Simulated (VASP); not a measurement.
Here is a VASP 6.6.1 calculation.

INCAR

```
SYSTEM = Au
ALGO     = Normal         ! electronic algorithm
EDIFF    = 1E-6           ! SCF threshold, eV
ENCUT    = 520            ! plane-wave cutoff, eV
GGA      = PS             ! functional
ISIF     = 2              ! what is computed and relaxed
ISMEAR   = -1             ! smearing method
LASPH    = .True.         ! aspherical terms in the spheres
LCHARG   = .True.         ! write CHGCAR
LELF     = .True.         ! ELF
LREAL    = .False.        ! projectors in reciprocal space
LVHAR    = .True.       
LWAVE    = .False.        ! write WAVECAR
NBANDS   = 24             ! bands
NELM     = 100            ! most SCF steps
PREC     = Accurate       ! precision mode
SIGMA    = 0.1            ! smearing width, eV
```

Contents of KPOINTS:

```
k-points
0
Gamma
  9 9 13
  0 0 0
```

POSCAR

```
Au
1.0
    4.7132001495      0.0000000000      0.0000000000
   -2.3566000748      4.0817510626      0.0000000000
    0.0000000000      0.0000000000      2.8166945018
Au
3
Direct
    0.0000000000      1.0000000000      0.0000000000
    0.3333333333      0.6666666667      0.5000000000
    0.6666666667      0.3333333333      0.5000000000
```

Potentials or basis: VASP PAW PBE potentials, release 64 (Au).

Run with:

```console
$ cat potpaw_PBE.64/Au/POTCAR > POTCAR
$ mpirun -np 1 vasp_std > vasp.out
```

Task: Predict the pressure.

Result: -6.1 GPa.

Task: Estimate the band gap on the k mesh.

Result: Zero (an odd number of electrons rules out a gap without spin polarisation).

Stress tensor (GPa, compression positive):
```
-5.84  0.00  0.00
 0.00 -5.84  0.00
 0.00  0.00 -6.55
```

Caveat: the cell stands under tension; the PAW data sets were made with another functional, which shifts forces and pressure a little; spin-orbit coupling is left out, which moves the levels of the heavy elements.
